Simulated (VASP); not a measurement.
# AlN: single point with PBEsol

Crystal: AlN.

```
Al N
1.0
     0.00000    4.03774    4.03774
     4.03774    0.00000    4.03774
     6.05661    6.05661    0.00000
Al N
12 12
Direct
  0.00322 0.00016 0.99677
  0.01450 0.93553 0.33398
  0.97914 0.02384 0.66843
  0.97124 0.49701 0.00101
  0.98237 0.48075 0.33866
  0.03361 0.49696 0.66041
  0.52199 0.98596 0.00659
  0.48885 0.98286 0.32827
  0.51511 0.98689 0.66801
  0.49222 0.46885 0.01845
  0.47886 0.46742 0.34029
  0.48431 0.48890 0.69267
  0.24759 0.22839 0.17487
  0.23657 0.23199 0.50738
  0.26698 0.24754 0.82833
  0.23560 0.70500 0.18135
  0.26533 0.73826 0.49802
  0.26260 0.75212 0.82674
  0.75914 0.20657 0.17006
  0.74701 0.21050 0.50668
  0.73851 0.25135 0.82098
  0.73287 0.72144 0.17526
  0.75595 0.72462 0.50591
  0.73702 0.72351 0.85438
```

```yaml
Program: VASP 6.6.1
Task: single point
Functional: PBEsol
Potentials_or_basis: VASP PAW PBE potentials, release 64 (Al, N)
Cutoff: 520 eV
k_mesh: 4 × 4 × 2
Occupations: fermi-dirac, width 0.112 eV
Spin: no spin polarisation
Dipole_correction: no
Further_INCAR_settings: LREAL = Auto; ALGO = Normal; EDIFF = 1e-06; NBANDS = 66
```

The pressure is 8.1 GPa. The largest force is 4.248 eV/Å. The band gap on the k mesh is 4.13 eV (least direct gap 4.20 eV).

Forces on the atoms (eV/Å):
```
Al  -1.761  0.541 -0.002
Al   3.127 -0.495  1.081
Al  -2.424  0.804 -0.350
Al  -0.234  2.429  0.647
Al  -0.008  0.152 -1.383
Al   0.368 -1.250 -1.663
Al  -0.327 -1.914 -1.137
Al   0.861  2.061 -0.459
Al  -0.682 -0.259 -1.442
Al  -0.210 -1.634  1.011
Al   0.047  1.920  1.046
Al  -1.160 -2.269  2.339
N   -1.006 -1.020 -0.132
N   -0.192  0.195  1.308
N    0.826 -0.175 -2.603
N   -0.384 -0.455  1.634
N   -0.153 -0.292 -1.608
N    1.751 -0.182 -1.716
N    0.789 -0.808  0.412
N    0.118 -0.590  1.740
N    1.559  3.941 -0.287
N   -0.279  0.397  0.780
N   -0.049 -0.148 -0.276
N   -0.579 -0.950  1.060
```

Stress tensor (GPa, compression positive):
```
 7.28  0.17 -0.13
 0.17  7.60 -0.51
-0.13 -0.51  9.34
```

Levels at points of the mesh, in eV from the valence-band top:
| k point | band 45 | band 46 | band 47 | band 48 | band 49 | band 50 | band 51 | band 52 |
| --- | --- | --- | --- | --- | --- | --- | --- | --- |
| (0.00, 0.00, 0.00) | -1.02 | -0.35 | -0.27 | 0.00 | 4.21 | 4.73 | 4.94 | 4.99 |
| (0.50, 0.00, 0.00) | -1.02 | -0.89 | -0.81 | -0.61 | 5.73 | 6.00 | 6.11 | 6.20 |
| (0.00, 0.50, 0.00) | -1.01 | -0.88 | -0.85 | -0.75 | 5.90 | 5.99 | 6.07 | 6.14 |
| (0.50, 0.50, 0.00) | -1.44 | -1.34 | -0.73 | -0.57 | 5.82 | 5.87 | 5.97 | 6.15 |
| (0.00, 0.00, 0.50) | -1.03 | -0.71 | -0.57 | -0.07 | 4.13 | 4.20 | 4.75 | 4.78 |
| (0.50, 0.00, 0.50) | -1.40 | -1.36 | -1.09 | -0.76 | 5.65 | 5.71 | 6.11 | 6.27 |
| (0.00, 0.50, 0.50) | -1.48 | -1.27 | -1.03 | -0.99 | 5.74 | 5.91 | 5.95 | 6.22 |
| (0.50, 0.50, 0.50) | -1.17 | -1.02 | -0.79 | -0.67 | 5.98 | 6.01 | 6.36 | 6.53 |

Wall time 8.7 min on 1 thread of Intel(R) Xeon(R) Platinum 8488C (Sapphire Rapids) (shared host), peak memory 0.39 GiB.

Caveat: the k points lie up to 0.45 Å⁻¹ apart; the atoms stand as in a frame of molecular dynamics; the structure was generated, so it needn't be the stable form of AlN; the PAW data sets were made with another functional, which shifts forces and pressure a little. A k mesh can miss the band edges.
